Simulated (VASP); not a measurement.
# MgCd3Se2 (P4/mmm) in VASP: further runs, part 2 of 2

VASP 6.6.1.

### Step 3. Single point, PBE

This run uses another cell than the first one, of 26.06 Å³/atom, 1.144 times its volume.

Input file INCAR:

```
PREC     = Accurate       # precision mode
ENCUT    = 520            # plane-wave cutoff, eV
EDIFF    = 1E-6           # SCF threshold, eV
ISMEAR   = 0              # smearing method
SIGMA    = 0.1            # smearing width, eV
LREAL    = F              # projectors in reciprocal space
LASPH    = T              # aspherical terms in the spheres
NELM     = 100            # most SCF steps
ALGO     = Normal         # electronic algorithm
ISIF     = 2              # what is computed and relaxed
LWAVE    = F              # write WAVECAR
LCHARG   = F              # write CHGCAR
GGA      = PE             # functional
NBANDS   = 34             # bands
```

Input file KPOINTS:

```
Automatic mesh
0
Gamma
  10 10 4
```

Input file POSCAR:

```
MgCd3Se2
1.0
    3.9457161708      0.0000000000      0.0000000000
    0.0000000000      3.9457161708      0.0000000000
    0.0000000000      0.0000000000     10.0414061209
Mg Cd Se
1 3 2
Direct
    0.0000000000      0.0000000000      0.0000000000
    0.5000000000      0.5000000000      0.1571237624
    0.5000000000      0.5000000000      0.5000000000
    0.5000000000      0.5000000000      0.8428762376
    0.0000000000      0.0000000000      0.2493371447
    0.0000000000      0.0000000000      0.7506628553
```

Potentials or basis: VASP PAW PBE potentials, release 64 (Mg, Cd, Se).

The run is started by

```bash
$ cat potpaw_PBE.64/Mg/POTCAR potpaw_PBE.64/Cd/POTCAR potpaw_PBE.64/Se/POTCAR > POTCAR
$ mpirun -np 1 vasp_std > vasp.out
```

OUTCAR:

```text
PREC = Accurate
   ENCUT = 520
   EDIFF = 1E-6
   ISMEAR = 0
   LREAL = F
   LASPH = T
   NELM = 100
   ISIF = 2
   GGA = PE

 ion  position               nearest neighbor table
   1  0.000  0.000  0.000-   5 2.50   6 2.50   2 3.21   4 3.21   2 3.21   4 3.21   2 3.21   4 3.21
                             2 3.21   4 3.21
   2  0.500  0.500  0.157-   5 2.94   5 2.94   5 2.94   5 2.94   4 3.16   1 3.21   1 3.21   1 3.21
                             1 3.21   3 3.44
   3  0.500  0.500  0.500-   2 3.44   4 3.44
   4  0.500  0.500  0.843-   6 2.94   6 2.94   6 2.94   6 2.94   2 3.16   1 3.21   1 3.21   1 3.21
[... 1100 lines left out ...]
  Total        0.1520859      0.1520859      0.0530397      0.0000000      0.0000000      0.0000000
  in kB        1.5586668      1.5586668      0.5435827      0.0000000      0.0000000      0.0000000
  external PRESSURE =       1.2203054 kB  Pullay stress =       0.0000000 kB

 VOLUME and BASIS-vectors are now :
 -----------------------------------------------------------------------------
  energy-cutoff  :      520.00
  volume of cell :      156.33
      direct lattice vectors                 reciprocal lattice vectors
     3.945716171  0.000000000  0.000000000     0.253439415  0.000000000  0.000000000
     0.000000000  3.945716171  0.000000000     0.000000000  0.253439415  0.000000000
     0.000000000  0.000000000 10.041406121     0.000000000  0.000000000  0.099587646

 POSITION                                       TOTAL-FORCE (eV/Angst)
 -----------------------------------------------------------------------------------
      0.00000      0.00000      0.00000         0.000000      0.000000      0.000000
      1.97286      1.97286      1.57774         0.000000     -0.000000     -0.013716
      1.97286      1.97286      5.02070         0.000000      0.000000      0.000000
      1.97286      1.97286      8.46366         0.000000     -0.000000      0.013716
      0.00000      0.00000      2.50370        -0.000000      0.000000      0.014228
      0.00000      0.00000      7.53771         0.000000      0.000000     -0.014228
 -----------------------------------------------------------------------------------
    total drift:                                0.000000      0.000000      0.000000

  FREE ENERGIE OF THE ION-ELECTRON SYSTEM (eV)
  ---------------------------------------------------
  free  energy   TOTEN  =       -12.2977718375 eV

  energy  without entropy=      -12.2944146555  energy(sigma->0) =      -12.29609325
```

It took 2.8 min on 1 thread of Intel Xeon Platinum 8488C (Sapphire Rapids), shared host; peak memory 0.46 GiB.

Results:

```
Free energy            : -12.2978 eV
Pressure               : 0.1 GPa
Largest force          : 0.014 eV/Å
Band gap on the k mesh : zero (band 25 reaches 2.07 eV, above the bottom of band 26 at 1.37 eV)
```

Forces in eV/Å, atoms in the order of the input:
```
Mg   0.000  0.000  0.000
Cd   0.000  0.000 -0.014
Cd   0.000  0.000  0.000
Cd   0.000  0.000  0.014
Se   0.000  0.000  0.014
Se   0.000  0.000 -0.014
```

Stress tensor (GPa, compression positive):
```
0.16 0.00 0.00
0.00 0.16 0.00
0.00 0.00 0.05
```

### Step 4. Single point, PBE

This run uses another cell than the first one, of 26.06 Å³/atom, 1.144 times its volume.

Input file INCAR:

```
SYSTEM = MgCd3Se2
PREC = Accurate
ENCUT = 520
EDIFF = 1E-6
ISMEAR = 0
SIGMA = 0.1
LREAL = .False.
LASPH = .True.
NELM = 100
ALGO = Normal
ISIF = 2
LWAVE = .False.
LCHARG = .False.
GGA = PE
NBANDS = 34
```

Input file KPOINTS:

```
regular mesh
0
Gamma
  10 10 4
  0 0 0
```

POSCAR is that of step 3.

The run is started by

```bash
$ cat potpaw_PBE.64/Mg/POTCAR potpaw_PBE.64/Cd/POTCAR potpaw_PBE.64/Se/POTCAR > POTCAR
$ mpirun -np 1 vasp_std > vasp.out
```

Run time: 2.8 min. Hardware: 1 thread of Intel Xeon Platinum 8488C (Sapphire Rapids), shared host; peak memory 0.46 GiB.

Results (log left out):

```yaml
Free_energy: -12.2978 eV
Pressure: 0.1 GPa
Largest_force: 0.014 eV/Å
Band_gap_on_the_k_mesh: zero (band 25 reaches 2.07 eV, above the bottom of band 26 at 1.37 eV)
```

Forces on the atoms (eV/Å):
```
Mg   0.000  0.000  0.000
Cd   0.000  0.000 -0.014
Cd   0.000  0.000  0.000
Cd   0.000  0.000  0.014
Se   0.000  0.000  0.014
Se   0.000  0.000 -0.014
```

Stress tensor (GPa, compression positive):
```
0.16 0.00 0.00
0.00 0.16 0.00
0.00 0.00 0.05
```

Levels at points of the mesh, in eV from the Fermi level:
| k point | band 23 | band 24 | band 25 | band 26 | band 27 | band 28 |
| --- | --- | --- | --- | --- | --- | --- |
| (0.00, 0.00, 0.00) | -1.53 | -1.53 | -0.54 | 0.27 | 1.51 | 4.50 |
| (0.50, 0.00, 0.00) | -0.65 | -0.62 | 0.19 | 0.29 | 2.31 | 3.29 |
| (0.50, 0.50, 0.00) | -2.66 | -1.97 | -0.96 | -0.24 | 1.04 | 1.04 |
| (0.00, 0.00, 0.50) | -1.58 | -1.58 | -1.39 | 1.19 | 1.24 | 4.50 |
| (0.50, 0.00, 0.50) | -0.88 | -0.65 | -0.63 | 1.02 | 2.05 | 3.02 |
| (0.50, 0.50, 0.50) | -2.62 | -2.08 | -1.41 | 1.25 | 1.44 | 1.44 |
